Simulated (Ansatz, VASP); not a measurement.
## One calculation of Zr2O, two programs

POSCAR

```
Zr2O
1.0
    4.6518961856      0.0000000000      0.0000000000
    0.0000000000      4.6518961856      0.0000000000
    0.0000000000      0.0000000000      4.8457251933
Zr O
4 2
Direct
    0.2500000000      0.2500000000      0.7500000000
    0.7500000000      0.2500000000      0.2500000000
    0.2500000000      0.7500000000      0.2500000000
    0.7500000000      0.7500000000      0.7500000000
    0.0000000000      0.0000000000      0.0000000000
    0.5000000000      0.5000000000      0.5000000000
```

File INCAR.step1:

```
  PREC = Accurate
  ENCUT = 520
  ISMEAR = 0
  SIGMA = 0.15
  LREAL = F
  LASPH = T
  NELM = 60
  NBANDS = 39
  GGA = PE
  ALGO = Normal
  EDIFF = 1E-4
  LWAVE = T
  LCHARG = F
```

The input INCAR.step2:

```
  PREC = Accurate
  ENCUT = 520
  EDIFF = 1E-6
  ISMEAR = 0
  SIGMA = 0.15
  LREAL = F
  LASPH = T
  NELM = 60
  ALGO = Normal
  ISIF = 2
  LWAVE = F
  LCHARG = T
  METAGGA = R2SCAN
  LMIXTAU = T
  LELF = T
  LVHAR = T
  NBANDS = 39
  ISTART = 1
```

Contents of KPOINTS:

```
Automatic mesh
0
Gamma
  10 10 10
```

Input for Ansatz:

```yaml
crystal:
  lattice:
    - [4.6518961856, 0.0, 0.0]
    - [0.0, 4.6518961856, 0.0]
    - [0.0, 0.0, 4.8457251933]
  atoms:
    - { symbol: Zr, position: [0.25, 0.25, 0.75] }
    - { symbol: Zr, position: [0.75, 0.25, 0.25] }
    - { symbol: Zr, position: [0.25, 0.75, 0.25] }
    - { symbol: Zr, position: [0.75, 0.75, 0.75] }
    - { symbol: O, position: [0.0, 0.0, 0.0] }
    - { symbol: O, position: [0.5, 0.5, 0.5] }
basis:
  ecutwfc: 500
kpoints:
  mp_grid: { grid: [10, 10, 10] }
hamiltonian:
  xc: r2scan
scf:
  occupations: { method: gaussian, width: 0.15 }
output:
  forces: true
  stress: true
  eigenvalues: true
```

Change from the starting cell: strain -0.040 along x and y, +0.000 along z, atoms carried along.

Alike in both runs: task single point; functional r2SCAN; k mesh 10 × 10 × 10; occupations gaussian, width 0.15 eV; no spin polarisation.

|  | VASP | Ansatz |
| --- | --- | --- |
| version | VASP 6.6.1 | Ansatz 0.2.0 |
| potentials or method | VASP PAW PBE potentials, release 64 (Zr_sv, O), cutoff 520 eV | scalar-relativistic, plane waves, PAW |
| valence electrons in the cell | 60 | 60 |

VASP gave:

```
gap on the k mesh at the Fermi level (eV)                     : none
pressure (GPa)                                                : 13.3
traceless stress, the component that is largest in VASP (GPa) : -1.66
```

**Question.** What did Ansatz give for the same quantities?

**Answer.** gap on the k mesh at the Fermi level (eV): none; pressure (GPa): 13.0; traceless stress, the component that is largest in VASP (GPa): -1.68.

VASP's potentials were made for PBE, not for r2SCAN. A gap of «none» marks a metal or a gap that the smearing closes. With one functional, cell and mesh, what is left measures potentials, basis and numerics.
